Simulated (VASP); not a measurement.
A run of VASP 6.6.1:

File POSCAR:

```
InPt3
1.0
    3.9613144900      0.0000000000      0.0000000000
    0.0000000000      3.9613144900      0.0000000000
    0.0000000000      0.0000000000      3.9613144900
In Pt
1 3
Direct
    0.0000000000      0.0000000000      0.0000000000
    0.5000000000      0.5000000000      0.0000000000
    0.0000000000      0.5000000000      0.5000000000
    0.5000000000      0.0000000000      0.5000000000
```

Contents of INCAR.step1:

```
SYSTEM = InPt3
PREC = Accurate ; ENCUT = 520
ISMEAR = -1 ; SIGMA = 0.1
LREAL = .False. ; LASPH = .True.
NELM = 100 ; NBANDS = 30
GGA = PE ; ALGO = Normal
EDIFF = 1E-4 ; LWAVE = .True.
LCHARG = .False.
```

INCAR.step2

```
SYSTEM = InPt3
PREC = Accurate ; ENCUT = 520
EDIFF = 1E-6 ; ISMEAR = -1
SIGMA = 0.1 ; LREAL = .False.
LASPH = .True. ; NELM = 100
ALGO = Normal ; ISIF = 2
LWAVE = .False. ; LCHARG = .False.
METAGGA = R2SCAN ; LMIXTAU = .True.
NBANDS = 30 ; ISTART = 1
```

Contents of KPOINTS:

```
Automatic mesh
0
Gamma
  8 8 8
  0 0 0
```

Potentials or basis: VASP PAW PBE potentials, release 64 (In_d, Pt).

Launch:

```console
$ cat potpaw_PBE.64/In_d/POTCAR potpaw_PBE.64/Pt/POTCAR > POTCAR
$ cp INCAR.step1 INCAR
$ mpirun -np 1 vasp_std > vasp.out
$ cp INCAR.step2 INCAR
$ mpirun -np 1 vasp_std > vasp.out
```

Hardware: 1 thread of Intel(R) Xeon(R) 6975P-C (Granite Rapids) (shared host).

Task: How long does it take, and how much memory?

Result: Run time: 93 s on 1 thread of Intel(R) Xeon(R) 6975P-C (Granite Rapids), on a shared host, peak memory 0.2 GiB. Counts: k points 35.
